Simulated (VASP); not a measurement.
Runs of VASP 6.6.1 on LiCl. The structure is that of space group P4_2/mnm (No. 136), or close to it. The cells are those of the table. 

| cell | k mesh | smearing | gap on the mesh (eV) | largest force (eV/Å) |
| --- | --- | --- | --- | --- |
| a = 3.950, b = 6.653, c = 6.653 Å, 8 atoms | 4 × 2 × 2 | gaussian 0.1 eV | 5.91 | - |
| a = 5.993, b = 5.993, c = 3.540 Å, 8 atoms | 4 × 4 × 6 | gaussian 0.1 eV | 6.75 | (b) |
| a = 6.349, b = 6.349, c = 3.947 Å, 8 atoms | 4 × 4 × 6 | gaussian 0.02 eV | 6.15 | - |
| a = 6.653, b = 6.653, c = 3.950 Å, 8 atoms | 4 × 4 × 6 | gaussian 0.02 eV | 5.91 | - |
| a = 6.193, b = 6.193, c = 4.012 Å, 8 atoms | 4 × 4 × 6 | gaussian 0.02 eV | 6.20 | - |
| a = 6.470, b = 6.470, c = 3.926 Å, 8 atoms | 4 × 4 × 6 | gaussian 0.02 eV | (a) | - |
| a = 6.725, b = 6.725, c = 3.982 Å, 8 atoms | 4 × 4 × 6 | gaussian 0.02 eV | 5.82 | 0.01 |
| a = 6.647, b = 6.647, c = 3.947 Å, 8 atoms | 4 × 4 × 6 | gaussian 0.1 eV | 5.92 | 0.01 |
| a = 3.964, b = 6.635, c = 6.651 Å, angles 90.0, 90.1, 89.9°, 8 atoms | 4 × 2 × 2 | gaussian 0.1 eV | 5.90 | 0.01 |
| a = 6.580, b = 6.580, c = 3.917 Å, 8 atoms | 4 × 4 × 6 | gaussian 0.02 eV | (c) | 0.01 |
| a = 6.812, b = 6.812, c = 3.994 Å, 8 atoms | 4 × 4 × 6 | gaussian 0.02 eV | 5.75 | - |

Alike in all rows: task single point; level PBE; potentials or basis VASP PAW PBE potentials, release 64 (Li_sv, Cl); no spin polarisation; cutoff (eV) 520.

Fill in the values left out.

(a) 6.08; (b) 0.30; (c) 6.00.

Caveats: some runs use coarse meshes.

A k mesh can miss the band edges.
